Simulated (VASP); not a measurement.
Runs of VASP 6.6.1 on Al3Cu. The structure is that of space group Cmmm (No. 65), or close to it. The cells are those of the table. 

| cell | further INCAR settings | gap on the mesh (eV) | pressure (GPa) |
| --- | --- | --- | --- |
| a = 3.894, b = 3.894, c = 3.892 Å, angles 90.0, 90.0, 92.9°, 4 atoms | ALGO = Fast; EDIFF = 1e-07; NBANDS = 18 | none | 0.5 |
| a = 3.896, b = 3.896, c = 3.892 Å, angles 90.0, 90.0, 85.0°, 4 atoms | ALGO = Fast; EDIFF = 1e-07; NBANDS = 18 | none | (b) |
| a = 3.895, b = 3.895, c = 3.892 Å, angles 90.0, 90.0, 85.7°, 4 atoms | ALGO = Fast; EDIFF = 1e-06; NBANDS = 18 | none | (a) |
| a = 3.894, b = 3.894, c = 3.892 Å, angles 90.0, 90.0, 86.4°, 4 atoms | ALGO = Fast; EDIFF = 1e-07; NBANDS = 18 | none | 0.7 |
| a = 3.897, b = 3.897, c = 3.892 Å, angles 90.0, 90.0, 95.7°, 4 atoms | ALGO = Fast; EDIFF = 1e-06; NBANDS = 18 | none | 1.3 |

Alike in all rows: task single point; level PBEsol; potentials or basis VASP PAW PBE potentials, release 64 (Al, Cu); no spin polarisation; k mesh 12 × 12 × 12; cutoff (eV) 520; smearing gaussian 0.15 eV.

Problem. Fill in the values left out.

Solution. (a) 0.9; (b) 1.1.

Caveats: the PAW data sets were made with another functional, which shifts forces and pressure a little.

A gap of «none» marks levels without a gap at the run's occupations.
